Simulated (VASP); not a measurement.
Here is a VASP 6.6.1 calculation.

The input INCAR:

```
PREC     = Accurate       # precision mode
ENCUT    = 520            # plane-wave cutoff, eV
EDIFF    = 1E-6           # SCF threshold, eV
ISMEAR   = -1             # smearing method
SIGMA    = 0.02           # smearing width, eV
LREAL    = F              # projectors in reciprocal space
LASPH    = T              # aspherical terms in the spheres
NELM     = 80             # most SCF steps
ALGO     = Normal         # electronic algorithm
ISIF     = 2              # what is computed and relaxed
LWAVE    = F              # write WAVECAR
LCHARG   = F              # write CHGCAR
GGA      = PE             # functional
NBANDS   = 28             # bands
```

KPOINTS

```
regular mesh
0
Gamma
  8 8 8
```

File POSCAR:

```
BaTiO3
1.0
    3.9998000000      0.0000000000      0.0000000000
    0.0000000000      3.9998000000      0.0000000000
    0.0000000000      0.0000000000      3.8974600000
Ba Ti O
1 1 3
Direct
    0.0000000000      0.0000000000      0.0049157700
    0.5000000000      0.5000000000      0.5033280794
    0.5000000000      0.5000000000      0.0069364993
    0.5000000000      0.0000000000      0.5064098258
    0.0000000000      0.5000000000      0.5064098258
```

Potentials or basis: VASP PAW PBE potentials, release 64 (Ba_sv, Ti_sv, O).

Launch:

```bash
$ cat potpaw_PBE.64/Ba_sv/POTCAR potpaw_PBE.64/Ti_sv/POTCAR potpaw_PBE.64/O/POTCAR > POTCAR
$ mpirun -np 1 vasp_std > vasp.out
```

(1) What does it give for the largest force?

(2) What does it give for the pressure?

(3) Estimate the band gap on the k mesh.

## Answers

(1) 0.008 eV/Å.

(2) 9.4 GPa.

(3) 1.74 eV (least direct gap 1.86 eV).

Caveat: the cell differs from its parent crystal (z stretched by -3 %, then relaxed in part); the cell stands under pressure; spin-orbit coupling is left out, which moves the levels of the heavy elements.
